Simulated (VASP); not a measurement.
Si2C:

```
CELL_PARAMETERS angstrom
3.42515 0.00000 0.00000
0.00000 3.42515 0.00000
0.00000 0.00000 3.04534
ATOMIC_POSITIONS crystal
Si 0.50000 0.00000 0.50000
Si 0.00000 0.50000 0.50000
C 0.00000 0.00000 0.00000
```

The cell was built from a structure type or drawn by symmetry, and may not be a known phase.

- Program: VASP 6.6.1
- Task: relaxation of cell and atoms
- Functional: PBE
- Potentials or basis: VASP PAW PBE potentials, release 64 (Si, C)
- Cutoff: 600 eV
- k mesh: 6 × 6 × 6
- Occupations: gaussian, width 0.1 eV
- Spin: no spin polarisation

At the start: pressure 0.9 GPa; volume 11.91 Å³/atom.

Task: How do energy, volume and symmetry change on relaxing?

Result: Over 8 steps the energy falls by 15.3 meV/atom and the volume is 11.81 Å³/atom (-0.8 %); space group P4/mmm (No. 123, to 0.1 Å) before and after.

The path:
| step | energy change (eV) | largest force (eV/Å) | pressure (GPa) | volume (Å³) |
| --- | --- | --- | --- | --- |
| 1 | 0.0000 | 0.0000 | 0.87 | 35.73 |
| 2 | -0.0372 | 0.0000 | -1.79 | 36.04 |
| 3 | -0.0377 | 0.0000 | -1.93 | 36.07 |
| 4 | -0.0389 | 0.0000 | -2.26 | 36.12 |
| 5 | -0.0376 | 0.0000 | -3.01 | 36.22 |
| 6 | -0.0393 | 0.0000 | -2.42 | 36.14 |
| 7 | -0.0452 | 0.0000 | 0.61 | 35.20 |
| 8 | -0.0459 | 0.0000 | -0.16 | 35.43 |

Final structure:
```
Si C
1.0
     3.48931    0.00000    0.00000
     0.00000    3.48931    0.00000
     0.00000    0.00000    2.90990
Si C
2 1
Direct
  0.50000 0.00000 0.50000
  0.00000 0.50000 0.50000
  0.00000 0.00000 0.00000
```
